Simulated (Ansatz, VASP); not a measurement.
**One calculation of Co, two programs**

Contents of INCAR:

```
SYSTEM = Co
ALGO = Normal
EDIFF = 1E-6
EDIFFG = -0.01
ENCUT = 600
GGA = CA
IBRION = 2
ISIF = 3
ISMEAR = -1
LASPH = .TRUE.
LCHARG = .FALSE.
LREAL = .FALSE.
LWAVE = .FALSE.
NELM = 100
NSW = 80
PREC = Accurate
SIGMA = 0.1
```

KPOINTS

```
k-points
0
G
  16 16 16
  0 0 0
```

POSCAR

```
Co
1.0
   -1.4041371717      1.4041371717      1.4041371717
    1.4041371717     -1.4041371717      1.4041371717
    1.4041371717      1.4041371717     -1.4041371717
Co
1
Direct
    0.0000000000      0.0000000000      0.0000000000
```

Input for Ansatz:

```yaml
crystal:
  lattice:
    - [-1.4041371717, 1.4041371717, 1.4041371717]
    - [1.4041371717, -1.4041371717, 1.4041371717]
    - [1.4041371717, 1.4041371717, -1.4041371717]
  atoms:
    - { symbol: Co, position: [0.0, 0.0, 0.0] }
hamiltonian:
  xc: lda
  pseudopotentials:
    kind: paw
    azcp:
      Co: "pseudopotentials/Co.paw.azcp"
basis:
  ecutwfc: 420
  fft_grid_basis: typed
kpoints:
  mp_grid: { grid: [16, 16, 16], shift: [0, 0, 0] }
magnetization:
  spin_polarized: false
scf:
  occupations: { method: fermi_dirac, width: 0.1 }
relax:
  max_steps: 60
  f_tol: 0.01
  cell: {}
```

Alike in both runs: task relaxation of cell and atoms; functional LDA; k mesh 16 × 16 × 16; occupations fermi-dirac, width 0.1 eV; no spin polarisation.

|  | VASP | Ansatz |
| --- | --- | --- |
| version | VASP 6.6.1 | Ansatz 0.2.0 |
| potentials or method | VASP PAW LDA potentials, release 64 (Co), cutoff 600 eV | plane waves (420 eV) with PAW, scalar-relativistic |
| valence electrons in the cell | 9 | 17 |

Ansatz gave:

```
relaxed volume (Å³/atom)                                     : 9.83
relaxed cell length with the largest relative difference (Å) : 2.337
```

Question: Estimate VASP's values.

Answer: Relaxed volume (Å³/atom): 9.79; relaxed cell length with the largest relative difference (Å): 2.335.

Ansatz warns that its potentials were made for another functional, while VASP's fit it. LDA's correlation is that of Perdew and Zunger in VASP and of Perdew and Wang (1992) in Ansatz. VASP's potentials hold 9 valence electrons a cell and Ansatz's 17, so a difference there can come from the potentials and not from the codes.
